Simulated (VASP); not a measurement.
# AlN (F-43m) in VASP: a series of runs, part 2 of 2

VASP 6.6.1. Earlier steps stand in the parts before.

### 5 Single point, BLYP+D3(BJ)

This run uses another cell than the first one, of 10.21 Å³/atom, 0.980 times its volume.

Input file INCAR:

```
PREC = Accurate
ENCUT = 520
EDIFF = 1E-7
ISMEAR = -1
SIGMA = 0.05
LREAL = False
LASPH = True
NELM = 100
ALGO = Normal
ISIF = 2
LWAVE = False
LCHARG = True
GGA = B5
ALDAX = 1.0
AGGAX = 1.0
AGGAC = 1.0
ALDAC = 0.0
IVDW = 12
VDW_S6 = 1.0
VDW_S8 = 2.6996
VDW_A1 = 0.4298
VDW_A2 = 4.2359
LELF = True
LVHAR = True
NBANDS = 11
```

Input file KPOINTS:

```
regular mesh
0
Gamma
  10 10 10
```

Input file POSCAR:

```
AlN
1.0
    0.0000000000      2.1693354430      2.1693354430
    2.1693354430      0.0000000000      2.1693354430
    2.1693354430      2.1693354430      0.0000000000
Al N
1 1
Direct
    0.0000000000      0.0000000000      0.0000000000
    0.2500000000      0.2500000000      0.2500000000
```

Potentials or basis: VASP PAW PBE potentials, release 64 (Al, N).

Launch:

```console
cat potpaw_PBE.64/Al/POTCAR potpaw_PBE.64/N/POTCAR > POTCAR
mpirun -np 1 vasp_std > vasp.out
```

OUTCAR:

```text
PREC = Accurate
   ENCUT = 520
   EDIFF = 1E-7
   ISMEAR = -1
   LREAL = False
   LASPH = True
   NELM = 100
   ISIF = 2
   GGA = B5
   IVDW = 12
 IVDW          = 12

 ion  position               nearest neighbor table
   1  0.000  0.000  0.000-   2 1.88   2 1.88   2 1.88   2 1.88
   2  0.250  0.250  0.250-   1 1.88   1 1.88   1 1.88   1 1.88

  LATTYP: Found a face centered cubic cell.
 ALAT       =     4.3386708860

  Lattice vectors:

 A1 = (   0.0000000000,   2.1693354430,   2.1693354430)
 A2 = (   2.1693354430,   0.0000000000,   2.1693354430)
 A3 = (   2.1693354430,   2.1693354430,   0.0000000000)

Analysis of symmetry for initial positions (statically):
=====================================================================
 Subroutine PRICEL returns:
 Original cell was already a primitive cell.

 Routine SETGRP: Setting up the symmetry group for a
 face centered cubic supercell.

 Subroutine GETGRP returns: Found 24 space group operations
 (whereof 24 operations were pure point group operations)
 out of a pool of 48 trial point group operations.

The static configuration has the point symmetry T_d .

Analysis of symmetry for dynamics (positions and initial velocities):
=====================================================================
 Subroutine PRICEL returns:
 Original cell was already a primitive cell.

 Routine SETGRP: Setting up the symmetry group for a
 face centered cubic supercell.

 Subroutine GETGRP returns: Found 24 space group operations
 (whereof 24 operations were pure point group operations)
 out of a pool of 48 trial point group operations.

The dynamic configuration has the point symmetry T_d .

 Subroutine INISYM returns: Found 24 space group operations
 (whereof 24 operations are pure point group operations),
 and found     1 'primitive' translations

----------------------------------------------------------------------------------------

                                     Primitive cell

  volume of cell :      20.4179

  direct lattice vectors                    reciprocal lattice vectors
     0.000000000  2.169335443  2.169335443    -0.230485332  0.230485332  0.230485332
     2.169335443  0.000000000  2.169335443     0.230485332 -0.230485332  0.230485332
     2.169335443  2.169335443  0.000000000     0.230485332  0.230485332 -0.230485332

  length of vectors
     3.067903605  3.067903605  3.067903605     0.399212306  0.399212306  0.399212306

  position of ions in fractional coordinates (direct lattice)
     0.000000000  0.000000000  0.000000000
     0.250000000  0.250000000  0.250000000

  ion indices of the primitive-cell ions
   primitive index   ion index
                 1           1
                 2           2

----------------------------------------------------------------------------------------

 KPOINTS: regular mesh

Automatic generation of k-mesh.
 Grid dimensions read from file:
 generate k-points for:   10   10   10

 Generating k-lattice:

  Cartesian coordinates                     Fractional coordinates (reciprocal lattice)
    -0.023048533  0.023048533  0.023048533     0.100000000  0.000000000  0.000000000
     0.023048533 -0.023048533  0.023048533     0.000000000  0.100000000  0.000000000
     0.023048533  0.023048533 -0.023048533     0.000000000  0.000000000  0.100000000

  Length of vectors
     0.039921231  0.039921231  0.039921231

  Shift w.r.t. Gamma in fractional coordinates (k-lattice)
     0.000000000  0.000000000  0.000000000

 Subroutine IBZKPT returns following result:
 ===========================================

 Found     47 irreducible k-points:

 Following reciprocal coordinates:
            Coordinates               Weight
  0.000000  0.000000  0.000000      1.000000
  0.100000  0.000000  0.000000      8.000000
  0.200000  0.000000  0.000000      8.000000
  0.300000  0.000000  0.000000      8.000000
  0.400000  0.000000  0.000000      8.000000
  0.500000  0.000000  0.000000      4.000000
[... 16 lines left out ...]
  0.300000  0.300000  0.000000      6.000000
  0.400000  0.300000  0.000000     24.000000
 [... further k-points ...]
   k-points           NKPTS =     47   k-points in BZ     NKDIM =     47   number of bands    NBANDS=     11
   number of dos      NEDOS =    301   number of ions     NIONS =      2
   total plane-waves  NPLWV =  13824
   dimension x,y,z NGX =    24 NGY =   24 NGZ =   24
   dimension x,y,z NGXF=    48 NGYF=   48 NGZF=   48
   ions per type =               1   1
   NGX,Y,Z   is equivalent  to a cutoff of  13.01, 13.01, 13.01 a.u.
   NGXF,Y,Z  is equivalent  to a cutoff of  26.01, 26.01, 26.01 a.u.
 SYSTEM =  unknown system
   PREC   = accura    normal or accurate (medium, high low for compatibility)
   ISTART =      0    job   : 0-new  1-cont  2-samecut
   ICHARG =      2    charge: 1-file 2-atom 10-const
   ISPIN  =      1    spin polarized calculation?
   LNONCOLLINEAR =      F non collinear calculations
   LSORBIT =      F    spin-orbit coupling
   LASPH  =      T    aspherical Exc in radial PAW
   ENCUT  =  520.0 eV  38.22 Ry    6.18 a.u.   5.70  5.70  5.70*2*pi/ulx,y,z
   NELM   =    100;   NELMIN=  2; NELMDL= -5     # of ELM steps
   EDIFF  = 0.1E-06   stopping-criterion for ELM
   LREAL  =      F    real-space projection
   EDIFFG = 0.1E-05   stopping-criterion for IOM
   NSW    =      0    number of steps for IOM
   IBRION =     -1    ionic relax: 0-MD 1-quasi-New 2-CG
   NFREE  =      0    steps in history (QN), initial steepest desc. (CG)
   ISIF   =      2    stress and relaxation
   ISYM   =      2    0-nonsym 1-usesym 2-fastsym
   POTIM  = 0.5000    time-step for ionic-motion
   TEBEG  =    0.0;   TEEND  =   0.0 temperature during run
   PSTRESS=    0.0 pullay stress
   NELECT =       8.0000    total number of electrons
   NUPDOWN=      -1.0000    fix difference up-down
   EMIN   =  10.00;   EMAX   =-10.00  energy-range for DOS
   EFERMI =   0.00;   METHOD = LEGACY
   ISMEAR =    -1;   SIGMA  =   0.05  broadening in eV -4-tet -1-fermi 0-gaus
   EFERMI_NEDOS =   21; number of points for ismear=-14 and -15
   IALGO  =     38    algorithm
   IMIX   =      4    mixing-type and parameters
     AMIX     =   0.40;   BMIX     =  1.00
     AMIX_MAG =   1.60;   BMIX_MAG =  1.00
  volume/ion in A,a.u.               =      10.21        68.89
  Fermi-wavevector in a.u.,A,eV,Ry     =   1.197939  2.263777 19.525154  1.435058
  Thomas-Fermi vector in A             =   2.333841
   LORBIT       =      0    0 simple, 1 ext, 2 COOP (PROOUT), +10 PAW based schemes
   GGA     = B5    functional components
   LHFCALC =     F    Hartree Fock is set to
   AEXX    =    0.0000 exact exchange contribution
   IVDW    =    12    specifies the selected vdW correction
   LEPSILON=     F    determine dielectric tensor
   LRPA    =     F    only Hartree local field effects (RPA)
 non-spin polarized calculation
  energy-cutoff  :      520.00
  volume of cell :       20.42
 maximum number of plane-waves:       568
   NGX = 11   NGY = 11   NGZ = 11

 number of electron       7.9999999 magnetization

 Free energy of the ion-electron system (eV)
  ---------------------------------------------------
  ext. energy  EPLUGINS =         0.00000000
  ---------------------------------------------------
  free energy    TOTEN  =       -13.85086853 eV

  energy without entropy =      -13.85086853  energy(sigma->0) =      -13.85086853

 E-fermi :   7.5795     XC(G=0): -10.3914

 val. band max:        6.5668332340   @ k =   0.0000   0.0000   0.0000
 cond. band min:      10.2502849414   @ k =   0.5000   0.5000   0.0000
 fundamental gap:      3.6834517074
 Fermi energy:         7.5794978361

 k-point     1 :       0.0000    0.0000    0.0000
  band No.  band energies     occupation
      1      -8.4295      2.00000
      2       6.5668      2.00000
      3       6.5668      2.00000
      4       6.5668      2.00000
      5      11.2317      0.00000
      6      19.3888      0.00000
      7      19.3888      0.00000
      8      19.3888      0.00000
      9      24.5209      0.00000
     10      24.5209      0.00000
     11      26.1193      0.00000
[... 309 lines left out ...]
 k-point    24 :       0.4000    0.3000    0.0000
  band No.  band energies     occupation
      1      -6.3932      2.00000
      2       2.4581      2.00000
      3       4.8768      2.00000
      4       5.1689      2.00000
      5      11.8421      0.00000
      6      16.4116      0.00000
      7      19.1568      0.00000
      8      21.4682      0.00000
      9      21.9954      0.00000
     10      28.2171      0.00000
     11      30.6726      0.00000

 [... further k-points ...]

------------------------ aborting loop because EDIFF is reached ----------------------------------------

 Edisp (eV)   -1.19665

 E8    (eV) :    -0.8351

  FORCE on cell =-STRESS in cart. coord.  units (eV):
  Direction    XX          YY          ZZ          XY          YZ          ZX
  --------------------------------------------------------------------------------------
  -------------------------------------------------------------------------------------
  Total       0.40110     0.40110     0.40110     0.00000     0.00000    -0.00000
  in kB      31.47405    31.47405    31.47405     0.00000     0.00000    -0.00000
  external pressure =       31.47 kB  Pullay stress =        0.00 kB

 VOLUME and BASIS-vectors are now :
 -----------------------------------------------------------------------------
  energy-cutoff  :      520.00
  volume of cell :       20.42
      direct lattice vectors                 reciprocal lattice vectors
     0.000000000  2.169335443  2.169335443    -0.230485332  0.230485332  0.230485332
     2.169335443  0.000000000  2.169335443     0.230485332 -0.230485332  0.230485332
     2.169335443  2.169335443  0.000000000     0.230485332  0.230485332 -0.230485332

 POSITION                                       TOTAL-FORCE (eV/Angst)
 -----------------------------------------------------------------------------------
      0.00000      0.00000      0.00000         0.000000      0.000000      0.000000
      1.08467      1.08467      1.08467        -0.000000     -0.000000     -0.000000
 -----------------------------------------------------------------------------------
    total drift:                               -0.000000     -0.000000     -0.000000

  FREE ENERGIE OF THE ION-ELECTRON SYSTEM (eV)
  ---------------------------------------------------
  free  energy   TOTEN  =       -15.0475207852 eV

  energy  without entropy=      -15.0475207852  energy(sigma->0) =      -15.04752079
```

Wall time 22 s (1 thread of Intel Xeon 8259CL, shared host); peak memory 0.15 GiB.

What came out:

```
Free energy                : -15.0475 eV
Pressure                   : 3.1 GPa
Band gap on the k mesh     : 3.68 eV, indirect (least direct gap 4.66 eV)
Dispersion energy per atom : -0.598 eV
```

Caveat: the PAW data sets were made with another functional, which shifts forces and pressure a little. A k mesh can miss the band edges.

### 6 Summary

```csv
level,cell,gap on the mesh (eV),pressure (GPa)
revPBE,"a = 3.089 Å, angles 60.0°, 2 atoms",3.35,7.1
revPBE,"a = 3.109 Å, angles 60.0°, 2 atoms",3.34,2.9
BLYP+D3(BJ),"a = 3.047 Å, angles 60.0°, 2 atoms",3.70,7.8
BLYP+D3(BJ),"a = 3.068 Å, angles 60.0°, 2 atoms",3.68,3.1
```

Alike in all rows: task single point; potentials or basis VASP PAW PBE potentials, release 64 (Al, N); no spin polarisation; k mesh 10 × 10 × 10; cutoff (eV) 520; smearing fermi-dirac 0.05 eV.

Caveats: the PAW data sets were made with another functional, which shifts forces and pressure a little.

Absolute energies hang on the potentials; compare differences alone.
